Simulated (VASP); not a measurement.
**OsC6: single point with PBE**

Crystal: OsC6.

```
Os C
1.0
     0.00000    3.20146    3.20146
     3.20146    0.00000    3.20146
     3.20146    3.20146    0.00000
Os C
1 6
Direct
  0.00000 0.00000 0.00000
  0.32224 0.67776 0.67776
  0.67776 0.32224 0.32224
  0.67776 0.32224 0.67776
  0.32224 0.67776 0.32224
  0.67776 0.67776 0.32224
  0.32224 0.32224 0.67776
```

```
Program                : VASP 6.6.1
Task                   : single point
Functional             : PBE
Potentials or basis    : VASP PAW PBE potentials, release 64 (Os, C)
Cutoff                 : 520 eV
k mesh                 : 4 × 4 × 4
Occupations            : gaussian, width 0.1 eV
Spin                   : no spin polarisation
Dipole correction      : no
Further INCAR settings : ALGO = Normal; EDIFF = 1e-06; NBANDS = 25
```

```yaml
Pressure: 1.0 GPa
Largest_force: 0.029 eV/Å
Band_gap_on_the_k_mesh: 0.95 eV, direct
```

Forces in eV/Å, atoms in the order of the input:
```
Os   0.000  0.000  0.000
C    0.029  0.000  0.000
C   -0.029  0.000  0.000
C    0.000  0.029  0.000
C    0.000 -0.029  0.000
C    0.000  0.000  0.029
C    0.000  0.000 -0.029
```

Levels at points of the mesh, in eV from the valence-band top:
| k point | band 13 | band 14 | band 15 | band 16 | band 17 | band 18 | band 19 | band 20 |
| --- | --- | --- | --- | --- | --- | --- | --- | --- |
| (0.00, 0.00, 0.00) | -3.28 | -0.10 | -0.10 | -0.10 | 2.60 | 2.60 | 2.60 | 3.63 |
| (0.50, 0.00, 0.00) | -5.41 | -2.83 | -2.83 | -2.03 | 2.99 | 3.51 | 3.51 | 6.43 |
| (0.50, 0.50, 0.00) | -2.92 | -1.88 | -1.88 | 0.00 | 0.95 | 1.56 | 1.56 | 3.64 |

Wall time 28 s on 1 thread of Intel(R) Xeon(R) Platinum 8259CL CPU @ 2.50GHz (Skylake/Cascade Lake), with other jobs on the host, peak memory 0.2 GiB.

Caveat: the k points lie up to 0.42 Å⁻¹ apart; spin-orbit coupling is left out, which moves the levels of the heavy elements. A k mesh can miss the band edges.
